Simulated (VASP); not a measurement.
Input of a VASP 6.6.1 run:

File INCAR:

```
PREC = Accurate
ENCUT = 520
EDIFF = 1E-7
ISMEAR = 0
SIGMA = 0.1
LREAL = F
LASPH = T
NELM = 80
ALGO = Normal
ISIF = 2
LWAVE = F
LCHARG = T
GGA = PE
LELF = T
LVHAR = T
NBANDS = 20
```

Contents of KPOINTS:

```
Automatic mesh
0
Gamma
  4 4 4
```

POSCAR

```
CuH8
1.0
    4.1784727200      0.0000000000      0.0000000000
    0.0000000000      4.1784727200      0.0000000000
    0.0000000000      0.0000000000      4.4219659600
Cu H
1 8
Direct
    0.0000000000      0.0000000000      0.0000000000
    0.3294541600      0.0000000000      0.0000000000
    0.6705458400      0.0000000000      0.0000000000
    0.0000000000      0.3294541600      0.0000000000
    0.0000000000      0.6705458400      0.0000000000
    0.2776930000      0.5000000000      0.5000000000
    0.7223070000      0.5000000000      0.5000000000
    0.5000000000      0.2776930000      0.5000000000
    0.5000000000      0.7223070000      0.5000000000
```

Potentials or basis: VASP PAW PBE potentials, release 64 (Cu, H).

Command:

```bash
$ cat potpaw_PBE.64/Cu/POTCAR potpaw_PBE.64/H/POTCAR > POTCAR
$ mpirun -np 1 vasp_std > vasp.out
```

(1) Estimate the pressure.

(2) Estimate the band gap on the k mesh.

Answers

(1) 4.2 GPa.

(2) zero (an odd number of electrons rules out a gap without spin polarisation).

Caveat: the k points lie up to 0.38 Å⁻¹ apart, too coarse for converged energies and pressures of a metal; forces of over 1 eV/Å act on the atoms, so gaps and moduli don't describe the material at rest.
